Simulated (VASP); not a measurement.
Input of a VASP 6.6.1 run:

Contents of INCAR:

```
  PREC = Accurate
  ENCUT = 520
  EDIFF = 1E-6
  ISMEAR = -1
  SIGMA = 0.13605693000000002
  LREAL = F
  LASPH = T
  NELM = 60
  ALGO = Normal
  ISIF = 2
  LWAVE = F
  LCHARG = F
  GGA = PS
  NBANDS = 12
```

KPOINTS

```
Automatic mesh
0
Gamma
  15 15 15
```

Contents of POSCAR:

```
V
1.0
    0.0000000000      1.8871243935      1.8871243935
    1.8871243935      0.0000000000      1.8871243935
    1.8871243935      1.8871243935      0.0000000000
V
1
Direct
    0.0000000000      0.0000000000      0.0000000000
```

Potentials or basis: VASP PAW PBE potentials, release 64 (V_sv).

The run is started by

```sh
$ cat potpaw_PBE.64/V_sv/POTCAR > POTCAR
$ mpirun -np 1 vasp_std > vasp.out
```

Estimate the pressure.

-0.1 GPa.

Caveat: the PAW data sets were made with another functional, which shifts forces and pressure a little.
